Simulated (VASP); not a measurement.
# Ir (Fd-3m) in VASP: notebook

Ir is run at these levels: PBE; tasks: single point, relaxation of cell and atoms.

Everything below comes from runs of VASP 6.6.1. Logs are shortened: lines on timing, memory, paths and dates and some standing lists are left out, and cuts for length are marked.

**1. The cell of the first run**

Symmetry: Fd-3m, No. 227, cubic system. The conventional cell has a = 5.076 Å, b = 5.076 Å, c = 5.076 Å, α = 90.00°, β = 90.00°, γ = 90.00°. Within 2.9 Å of Ir (site symmetry -43m) lie 4 Ir at 2.20 Å.

**2. Single point, PBE**

File INCAR:

```
PREC = Accurate ; ENCUT = 520
EDIFF = 1E-6 ; ISMEAR = 0
SIGMA = 0.1 ; LREAL = False
LASPH = True ; NELM = 80
ALGO = Normal ; ISIF = 2
LWAVE = False ; LCHARG = True
GGA = PE ; LELF = True
LVHAR = True ; NBANDS = 16
```

File KPOINTS:

```
Automatic mesh
0
Gamma
  6 6 6
```

File POSCAR:

```
Ir
1.0
    0.0000000000      2.5380291931      2.5380291931
    2.5380291931      0.0000000000      2.5380291931
    2.5380291931      2.5380291931      0.0000000000
Ir
2
Direct
    0.5000000000      0.5000000000      0.5000000000
    0.7500000000      0.7500000000      0.7500000000
```

Potentials or basis: VASP PAW PBE potentials, release 64 (Ir).

Started as:

```console
$ cat potpaw_PBE.64/Ir/POTCAR > POTCAR
$ mpirun -np 1 vasp_std > vasp.out
```

OUTCAR:

```text
PREC = Accurate
   ENCUT = 520
   EDIFF = 1E-6
   ISMEAR = 0
   LREAL = False
   LASPH = True
   NELM = 80
   ISIF = 2
   GGA = PE

 ion  position               nearest neighbor table
   1  0.500  0.500  0.500-   2 2.20   2 2.20   2 2.20   2 2.20
   2  0.750  0.750  0.750-   1 2.20   1 2.20   1 2.20   1 2.20

  LATTYP: Found a face centered cubic cell.
 ALAT       =     5.0760583862

  Lattice vectors:

 A1 = (   0.0000000000,   2.5380291931,   2.5380291931)
 A2 = (   2.5380291931,   0.0000000000,   2.5380291931)
 A3 = (   2.5380291931,   2.5380291931,   0.0000000000)

Analysis of symmetry for initial positions (statically):
=====================================================================
 Subroutine PRICEL returns:
 Original cell was already a primitive cell.

 Routine SETGRP: Setting up the symmetry group for a
 face centered cubic supercell.

 Subroutine GETGRP returns: Found 48 space group operations
 (whereof 24 operations were pure point group operations)
 out of a pool of 48 trial point group operations.

The static configuration has the point symmetry T_d .
 The point group associated with its full space group is O_h .

Analysis of symmetry for dynamics (positions and initial velocities):
=====================================================================
 Subroutine PRICEL returns:
 Original cell was already a primitive cell.

 Routine SETGRP: Setting up the symmetry group for a
 face centered cubic supercell.

 Subroutine GETGRP returns: Found 48 space group operations
 (whereof 24 operations were pure point group operations)
 out of a pool of 48 trial point group operations.

The dynamic configuration has the point symmetry T_d .
 The point group associated with its full space group is O_h .

 Subroutine INISYM returns: Found 48 space group operations
 (whereof 24 operations are pure point group operations),
 and found     1 'primitive' translations

----------------------------------------------------------------------------------------

                                     Primitive cell

  volume of cell :      32.6979

  direct lattice vectors                    reciprocal lattice vectors
     0.000000000  2.538029193  2.538029193    -0.197003250  0.197003250  0.197003250
     2.538029193  0.000000000  2.538029193     0.197003250 -0.197003250  0.197003250
     2.538029193  2.538029193  0.000000000     0.197003250  0.197003250 -0.197003250

  length of vectors
     3.589315307  3.589315307  3.589315307     0.341219639  0.341219639  0.341219639

  position of ions in fractional coordinates (direct lattice)
[... 70 lines left out ...]
   EDIFF  = 0.1E-05   stopping-criterion for ELM
   LREAL  =      F    real-space projection
   EDIFFG = 0.1E-04   stopping-criterion for IOM
   NSW    =      0    number of steps for IOM
   IBRION =     -1    ionic relax: 0-MD 1-quasi-New 2-CG
   NFREE  =      0    steps in history (QN), initial steepest desc. (CG)
   ISIF   =      2    stress and relaxation
   ISYM   =      2    0-nonsym 1-usesym 2-fastsym
   POTIM  = 0.5000    time-step for ionic-motion
   TEBEG  =    0.0;   TEEND  =   0.0 temperature during run
   PSTRESS=    0.0 pullay stress
   NELECT =      18.0000    total number of electrons
   NUPDOWN=      -1.0000    fix difference up-down
   EMIN   =  10.00;   EMAX   =-10.00  energy-range for DOS
   EFERMI =   0.00;   METHOD = LEGACY
   ISMEAR =     0;   SIGMA  =   0.10  broadening in eV -4-tet -1-fermi 0-gaus
   EFERMI_NEDOS =   21; number of points for ismear=-14 and -15
   IALGO  =     38    algorithm
   IMIX   =      4    mixing-type and parameters
     AMIX     =   0.40;   BMIX     =  1.00
     AMIX_MAG =   1.60;   BMIX_MAG =  1.00
  volume/ion in A,a.u.               =      16.35       110.33
  Fermi-wavevector in a.u.,A,eV,Ry     =   1.341711  2.535467 24.493059  1.800189
  Thomas-Fermi vector in A             =   2.469923
   LORBIT       =      0    0 simple, 1 ext, 2 COOP (PROOUT), +10 PAW based schemes
   GGA     = PE    functional components
   LHFCALC =     F    Hartree Fock is set to
   AEXX    =    0.0000 exact exchange contribution
   IVDW    =     0    specifies the selected vdW correction
   LEPSILON=     F    determine dielectric tensor
   LRPA    =     F    only Hartree local field effects (RPA)
 non-spin polarized calculation
 Gauss-broadening in eV      SIGMA  =   0.10
  energy-cutoff  :      520.00
  volume of cell :       32.70
 maximum number of plane-waves:       899
   NGX = 13   NGY = 13   NGZ = 13

 number of electron      18.0000001 magnetization

 Free energy of the ion-electron system (eV)
  ---------------------------------------------------
  ext. energy  EPLUGINS =         0.00000000
  ---------------------------------------------------
  free energy    TOTEN  =       -13.27936402 eV

  energy without entropy =      -13.27207513  energy(sigma->0) =      -13.27571957

 E-fermi :   9.0145     XC(G=0): -12.6885

 val. band max:        8.8330843513   @ k =  -0.3333   0.1667   0.0000
 cond. band min:       9.0428536323   @ k =   0.3333   0.1667   0.0000
 fundamental gap:      0.2097692810
 Fermi energy:         9.0145284718

 k-point     1 :       0.0000    0.0000    0.0000
  band No.  band energies     occupation
      1      -1.1851      2.00000
      2       1.6917      2.00000
      3       1.6917      2.00000
      4       2.7472      2.00000
      5       2.7472      2.00000
      6       2.7472      2.00000
[... 281 lines left out ...]
      3       2.7202      2.00000
      4       2.7202      2.00000
      5       4.6061      2.00000
      6       4.6061      2.00000
[... 8 lines left out ...]
     15      23.0612      0.00000
     16      23.0612      0.00000

------------------------ aborting loop because EDIFF is reached ----------------------------------------

  FORCE on cell =-STRESS in cart. coord.  units (eV):
  Direction    XX          YY          ZZ          XY          YZ          ZX
  --------------------------------------------------------------------------------------
  -------------------------------------------------------------------------------------
  Total       19.5423597     19.5423597     19.5423597     -0.0000000     -0.0000000      0.0000000
  in kB      957.5638678    957.5638678    957.5638678     -0.0000000     -0.0000000      0.0000000
  external PRESSURE =     957.5638678 kB  Pullay stress =       0.0000000 kB

 VOLUME and BASIS-vectors are now :
 -----------------------------------------------------------------------------
  energy-cutoff  :      520.00
  volume of cell :       32.70
      direct lattice vectors                 reciprocal lattice vectors
     0.000000000  2.538029193  2.538029193    -0.197003250  0.197003250  0.197003250
     2.538029193  0.000000000  2.538029193     0.197003250 -0.197003250  0.197003250
     2.538029193  2.538029193  0.000000000     0.197003250  0.197003250 -0.197003250

 POSITION                                       TOTAL-FORCE (eV/Angst)
 -----------------------------------------------------------------------------------
      2.53803      2.53803      2.53803         0.000000      0.000000      0.000000
      3.80704      3.80704      3.80704        -0.000000     -0.000000     -0.000000
 -----------------------------------------------------------------------------------
    total drift:                                0.000000      0.000000      0.000000

  FREE ENERGIE OF THE ION-ELECTRON SYSTEM (eV)
  ---------------------------------------------------
  free  energy   TOTEN  =       -13.2793640204 eV

  energy  without entropy=      -13.2720751291  energy(sigma->0) =      -13.27571957
```

stdout:

```text
POSCAR found type information on POSCAR Ir
 POSCAR found :  1 types and       2 ions
 scaLAPACK will be used
 LDA part: xc-table for (Slater+PW92), standard interpolation
 POSCAR, INCAR and KPOINTS ok, starting setup
 FFT: planning ... GRIDC
 FFT: planning ... GRID_SOFT
 FFT: planning ... GRID
 WAVECAR not read
 entering main loop
```

Wall time 20 s (1 thread of AMD EPYC 7R13, shared host); peak memory 0.13 GiB.

Results:

| Quantity | Value |
| --- | --- |
| Free energy | -13.2794 eV |
| Pressure | 95.8 GPa |
| Band gap on the k mesh | zero (band 9 reaches 10.45 eV, above the bottom of band 10 at 8.37 eV) |

Levels at points of the mesh, in eV from the Fermi level:
| k point | band 5 | band 6 | band 7 | band 8 | band 9 | band 10 | band 11 | band 12 | band 13 | band 14 |
| --- | --- | --- | --- | --- | --- | --- | --- | --- | --- | --- |
| (0.00, 0.00, 0.00) | -6.27 | -6.27 | -2.42 | -2.42 | -2.42 | 1.53 | 1.53 | 11.60 | 12.21 | 13.01 |
| (0.50, 0.00, 0.00) | -6.73 | -6.73 | -2.90 | -1.21 | -1.21 | 0.57 | 0.57 | 2.03 | 9.79 | 10.99 |
| (0.50, 0.50, 0.00) | -4.46 | -4.46 | -3.61 | -3.61 | 1.00 | 1.00 | 2.65 | 2.65 | 4.01 | 4.01 |

Caveat: spin-orbit coupling is left out, which moves the levels of the heavy elements.

**3. Single point, PBE**

This run uses another cell than the first one, of 21.62 Å³/atom, 1.322 times its volume.

File INCAR:

```
SYSTEM = Ir
PREC = Accurate
ENCUT = 520
EDIFF = 1E-6
ISMEAR = 0
SIGMA = 0.1
LREAL = .False.
LASPH = .True.
NELM = 80
ALGO = Normal
ISIF = 2
LWAVE = .False.
LCHARG = .False.
GGA = PE
NBANDS = 16
```

File KPOINTS:

```
Automatic mesh
0
Gamma
  6 6 6
  0 0 0
```

File POSCAR:

```
Ir
1.0
    0.0000000000      2.7857345433      2.7857345433
    2.7857345433      0.0000000000      2.7857345433
    2.7857345433      2.7857345433      0.0000000000
Ir
2
Direct
    0.5000000000      0.5000000000      0.5000000000
    0.7500000000      0.7500000000      0.7500000000
```

Potentials or basis: VASP PAW PBE potentials, release 64 (Ir).

Started as:

```console
$ cat potpaw_PBE.64/Ir/POTCAR > POTCAR
$ mpirun -np 1 vasp_std > vasp.out
```

OUTCAR:

```text
SYSTEM = Ir
   PREC = Accurate
   ENCUT = 520
   EDIFF = 1E-6
   ISMEAR = 0
   LREAL = .False.
   LASPH = .True.
   NELM = 80
   ISIF = 2
   GGA = PE

 ion  position               nearest neighbor table
   1  0.500  0.500  0.500-   2 2.41   2 2.41   2 2.41   2 2.41
   2  0.750  0.750  0.750-   1 2.41   1 2.41   1 2.41   1 2.41

  LATTYP: Found a face centered cubic cell.
 ALAT       =     5.5714690866

  Lattice vectors:

 A1 = (   0.0000000000,   2.7857345433,   2.7857345433)
 A2 = (   2.7857345433,   0.0000000000,   2.7857345433)
 A3 = (   2.7857345433,   2.7857345433,   0.0000000000)

Analysis of symmetry for initial positions (statically):
=====================================================================
 Subroutine PRICEL returns:
 Original cell was already a primitive cell.

 Routine SETGRP: Setting up the symmetry group for a
 face centered cubic supercell.

 Subroutine GETGRP returns: Found 48 space group operations
 (whereof 24 operations were pure point group operations)
 out of a pool of 48 trial point group operations.

The static configuration has the point symmetry T_d .
[... 153 lines left out ...]
  energy without entropy =      -15.68935317  energy(sigma->0) =      -15.69480955

 E-fermi :   5.1786     XC(G=0): -11.1430

 val. band max:        5.0920194071   @ k =   0.3333   0.1667   0.0000
 cond. band min:       5.2156036036   @ k =  -0.3333   0.3333   0.0000
 fundamental gap:      0.1235841964
 Fermi energy:         5.1785850498

 k-point     1 :       0.0000    0.0000    0.0000
  band No.  band energies     occupation
      1      -2.7821      2.00000
      2       0.1757      2.00000
      3       0.1757      2.00000
      4       0.5611      2.00000
      5       0.5611      2.00000
      6       0.5611      2.00000
[... 281 lines left out ...]
      3       0.4779      2.00000
      4       0.4779      2.00000
      5       1.8281      2.00000
      6       1.8281      2.00000
[... 8 lines left out ...]
     15      17.1925      0.00000
     16      17.1925      0.00000

------------------------ aborting loop because EDIFF is reached ----------------------------------------

  FORCE on cell =-STRESS in cart. coord.  units (eV):
  Direction    XX          YY          ZZ          XY          YZ          ZX
  --------------------------------------------------------------------------------------
  -------------------------------------------------------------------------------------
  Total       -0.0681785     -0.0681785     -0.0681785     -0.0000000     -0.0000000      0.0000000
  in kB       -2.5264381     -2.5264381     -2.5264381     -0.0000000     -0.0000000      0.0000000
  external PRESSURE =      -2.5264381 kB  Pullay stress =       0.0000000 kB

 VOLUME and BASIS-vectors are now :
 -----------------------------------------------------------------------------
  energy-cutoff  :      520.00
  volume of cell :       43.24
      direct lattice vectors                 reciprocal lattice vectors
     0.000000000  2.785734543  2.785734543    -0.179485874  0.179485874  0.179485874
     2.785734543  0.000000000  2.785734543     0.179485874 -0.179485874  0.179485874
     2.785734543  2.785734543  0.000000000     0.179485874  0.179485874 -0.179485874

 POSITION                                       TOTAL-FORCE (eV/Angst)
 -----------------------------------------------------------------------------------
      2.78573      2.78573      2.78573         0.000000     -0.000000      0.000000
      4.17860      4.17860      4.17860        -0.000000      0.000000     -0.000000
 -----------------------------------------------------------------------------------
    total drift:                                0.000000     -0.000000     -0.000000

  FREE ENERGIE OF THE ION-ELECTRON SYSTEM (eV)
  ---------------------------------------------------
  free  energy   TOTEN  =       -15.7002659381 eV

  energy  without entropy=      -15.6893531663  energy(sigma->0) =      -15.69480955
```

OSZICAR:

```text
N       E                     dE             d eps       ncg     rms          rms(c)
DAV:   1     0.140629171386E+03    0.14063E+03   -0.81015E+03   512   0.105E+03
DAV:   2    -0.116848669437E+02   -0.15231E+03   -0.13322E+03   512   0.286E+02
DAV:   3    -0.165891751755E+02   -0.49043E+01   -0.48108E+01   680   0.606E+01
DAV:   4    -0.166382517452E+02   -0.49077E-01   -0.49069E-01   600   0.561E+00
DAV:   5    -0.166395906634E+02   -0.13389E-02   -0.13389E-02   696   0.954E-01    0.142E+01
DAV:   6    -0.158018195679E+02    0.83777E+00   -0.16442E+00   672   0.145E+01    0.560E+00
DAV:   7    -0.157173893246E+02    0.84430E-01   -0.12581E-01   752   0.335E+00    0.231E+00
DAV:   8    -0.157004460051E+02    0.16943E-01   -0.16204E-02   584   0.904E-01    0.296E-01
DAV:   9    -0.157002279072E+02    0.21810E-03   -0.56854E-04   584   0.184E-01    0.386E-02
DAV:  10    -0.157002676874E+02   -0.39780E-04   -0.35303E-05   656   0.435E-02    0.691E-03
DAV:  11    -0.157002662092E+02    0.14782E-05   -0.21017E-06   576   0.155E-02    0.245E-03
DAV:  12    -0.157002659381E+02    0.27115E-06   -0.16862E-07   320   0.382E-03
   1 F= -.15700266E+02 E0= -.15694810E+02  d E =-.109128E-01
```

Run time: 23 s. Hardware: 1 thread of AMD EPYC 7R13, shared host; peak memory 0.14 GiB.

Results:

```
Free energy            : -15.7003 eV
Pressure               : -0.3 GPa
Band gap on the k mesh : zero (band 9 reaches 6.06 eV, above the bottom of band 10 at 4.75 eV)
```

Levels at points of the mesh, in eV from the Fermi level:
```csv
k point,band 7,band 8,band 9,band 10,band 11,band 12
"(0.00, 0.00, 0.00)",-1.72,-1.72,-1.72,0.79,0.79,10.83
"(0.50, 0.00, 0.00)",-1.93,-0.99,-0.99,0.26,0.26,1.45
"(0.50, 0.50, 0.00)",-2.43,-2.43,0.58,0.58,1.96,1.96
```

Caveat: spin-orbit coupling is left out, which moves the levels of the heavy elements.

[end of part 1 of 2]
